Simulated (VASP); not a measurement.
Runs of VASP 6.6.1 on MnSb. The structure is that of space group P6_3/mmc (No. 194), or close to it. The cells are those of the table. 

```csv
cell,gap on the mesh (eV),pressure (GPa)
"a = 3.853, b = 3.853, c = 5.366 Å, angles 90.0, 90.0, 120.0°, 4 atoms",none,-1.8
"a = 4.007, b = 4.007, c = 5.581 Å, angles 90.0, 90.0, 120.0°, 4 atoms",none,(b)
"a = 3.720, b = 3.720, c = 5.181 Å, angles 90.0, 90.0, 120.0°, 4 atoms",none,16.7
"a = 4.284, b = 4.284, c = 5.967 Å, angles 90.0, 90.0, 120.0°, 4 atoms",none,-21.8
"a = 3.931, b = 3.931, c = 5.475 Å, angles 90.0, 90.0, 120.0°, 4 atoms",none,-9.0
"a = 4.080, b = 4.080, c = 5.682 Å, angles 90.0, 90.0, 120.0°, 4 atoms",none,-17.3
"a = 4.385, b = 4.385, c = 6.108 Å, angles 90.0, 90.0, 120.0°, 4 atoms",none,-22.3
"a = 4.218, b = 4.218, c = 5.875 Å, angles 90.0, 90.0, 120.0°, 4 atoms",none,(a)
"a = 4.150, b = 4.150, c = 5.780 Å, angles 90.0, 90.0, 120.0°, 4 atoms",none,-19.6
```

Alike in all rows: task single point; level PBEsol; potentials or basis VASP PAW PBE potentials, release 64 (Mn_pv, Sb); no spin polarisation; k mesh 9 × 9 × 6; cutoff (eV) 520; smearing fermi-dirac 0.1 eV.

**Question.** Estimate the missing entries.

**Answer.** (a) -21.0; (b) -14.0.

Caveats: the PAW data sets were made with another functional, which shifts forces and pressure a little; spin-orbit coupling is left out, which moves the levels of the heavy elements.

A k mesh can miss the band edges, and the runs leave out spin-orbit coupling on Sb.

A gap of «none» marks levels without a gap at the run's occupations.
